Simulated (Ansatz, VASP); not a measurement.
## SiC: VASP beside Ansatz

The input INCAR:

```
SYSTEM = SiC
ALGO = Normal
EDIFF = 1E-8
ENCUT = 520
GGA = PE
ISIF = 2
ISMEAR = -1
LASPH = .TRUE.
LCHARG = .FALSE.
LEFG = .TRUE.
LREAL = .FALSE.
LWAVE = .FALSE.
NBANDS = 36
NELM = 80
PREC = Accurate
SIGMA = 0.02
```

File KPOINTS:

```
k-points
0
G
  10 10 2
  0 0 0
```

The input POSCAR:

```
SiC
1.0
    1.5591510065     -2.7026027097      0.0000000000
    1.5591510065      2.7026027097      0.0000000000
    0.0000000000      0.0000000000     15.3208951886
Si C
6 6
Direct
    0.1666620629      0.8333379371      0.8577214520
    0.8333379371      0.1666620629      0.3577214520
    0.5001149255      0.4998850745      0.5245066742
    0.4998850745      0.5001149255      0.0245066742
    0.8334420064      0.1665579936      0.6912249935
    0.1665579936      0.8334420064      0.1912249935
    0.5001800041      0.4998199959      0.6498136389
    0.4998199959      0.5001800041      0.1498136389
    0.1666200943      0.8333799057      0.9826819952
    0.8333799057      0.1666200943      0.4826819952
    0.8333969748      0.1666030252      0.8161912462
    0.1666030252      0.8333969748      0.3161912462
```

Input for Ansatz:

```yaml
crystal:
  lattice:
    - [1.5591510065, -2.7026027097, 0.0]
    - [1.5591510065, 2.7026027097, 0.0]
    - [0.0, 0.0, 15.3208951886]
  atoms:
    - { symbol: Si, position: [0.1666620629, 0.8333379371, 0.857721452] }
    - { symbol: Si, position: [0.8333379371, 0.1666620629, 0.357721452] }
    - { symbol: Si, position: [0.5001149255, 0.4998850745, 0.5245066742] }
    - { symbol: Si, position: [0.4998850745, 0.5001149255, 0.0245066742] }
    - { symbol: Si, position: [0.8334420064, 0.1665579936, 0.6912249935] }
    - { symbol: Si, position: [0.1665579936, 0.8334420064, 0.1912249935] }
    - { symbol: C, position: [0.5001800041, 0.4998199959, 0.6498136389] }
    - { symbol: C, position: [0.4998199959, 0.5001800041, 0.1498136389] }
    - { symbol: C, position: [0.1666200943, 0.8333799057, 0.9826819952] }
    - { symbol: C, position: [0.8333799057, 0.1666200943, 0.4826819952] }
    - { symbol: C, position: [0.8333969748, 0.1666030252, 0.8161912462] }
    - { symbol: C, position: [0.1666030252, 0.8333969748, 0.3161912462] }
kpoints:
  mp_grid: { grid: [10, 10, 2] }
scf:
  occupations: { method: fermi_dirac, width: 0.02 }
hamiltonian:
  xc: pbe
  pseudopotentials: { kind: paw, frozen_core: stored }
output:
  forces: true
  stress: true
  populations: true
  efg: {}
```

Change from the starting cell: volume scaled by 1.04.

Alike in both runs: task electric field gradients; functional PBE; k mesh 10 × 10 × 2; occupations fermi-dirac, width 0.02 eV; no spin polarisation.

|  | VASP | Ansatz |
| --- | --- | --- |
| version | VASP 6.6.1 | Ansatz 0.2.0 |
| potentials or method | VASP PAW PBE potentials, release 64 (Si, C) | plane-wave PAW, scalar-relativistic |
| plane-wave cutoff (eV) | 520 | 420 |
| valence electrons in the cell | 48 | 48 |

VASP gave:

| Quantity | Value |
| --- | --- |
| gap on the k mesh at the Fermi level (eV) | 2.03 |
| pressure (GPa) | -5.0 |
| traceless stress, the component that is largest in VASP (GPa) | 0.26 |
| rms of the force components (eV/Å) | 0.004 |
| size of Vzz on the site where it differs most (V/Å²) | 2.6 |

Q: Estimate Ansatz's values.

A: gap on the k mesh at the Fermi level (eV): 2.03; pressure (GPa): -5.0; traceless stress, the component that is largest in VASP (GPa): 0.26; rms of the force components (eV/Å): 0.004; size of Vzz on the site where it differs most (V/Å²): 2.4.

Atom by atom the forces differ by 0.000 eV/Å (rms over components).
